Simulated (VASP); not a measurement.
Write the native input for VASP 6.6.1 that does the following.

- Task: single point
- Functional: PBEsol
- Potentials or basis: VASP PAW PBE potentials, release 64 (Te)
- Cutoff: 520 eV
- k mesh: 9 × 9 × 9
- Occupations: fermi-dirac, width 0.05 eV
- Spin: no spin polarisation
- Dipole correction: no
- Further INCAR settings: ALGO = Normal; EDIFF = 1e-07; NBANDS = 9

The structure of Te lies in POSCAR:

```
Te
1.0
    2.3059043427      1.3313144930      1.6909537039
   -2.3059043427      1.3313144930      1.6909537039
    0.0000000000     -2.6626289860      1.6909537039
Te
1
Direct
    0.5000000000      0.5000000000      0.5000000000
```

The input as run:

INCAR

```
PREC = Accurate
ENCUT = 520
EDIFF = 1E-7
ISMEAR = -1
SIGMA = 0.05
LREAL = False
LASPH = True
NELM = 80
ALGO = Normal
ISIF = 2
LWAVE = False
LCHARG = False
GGA = PS
NBANDS = 9
```

KPOINTS

```
regular mesh
0
Gamma
  9 9 9
```

Potentials or basis: VASP PAW PBE potentials, release 64 (Te).

The run is started by

```console
$ cat potpaw_PBE.64/Te/POTCAR > POTCAR
$ mpirun -np 1 vasp_std > vasp.out
```

It gave:

```
Pressure               : 0.0 GPa
Band gap on the k mesh : zero (band 3 reaches 9.37 eV, above the bottom of band 4 at 4.46 eV)
```

Caveat: the PAW data sets were made with another functional, which shifts forces and pressure a little; spin-orbit coupling is left out, which moves the levels of the heavy elements.

It took 5.5 s on 1 thread of Intel(R) Xeon(R) Platinum 8559C (Emerald Rapids), with other jobs on the host, peak memory 0.15 GiB.
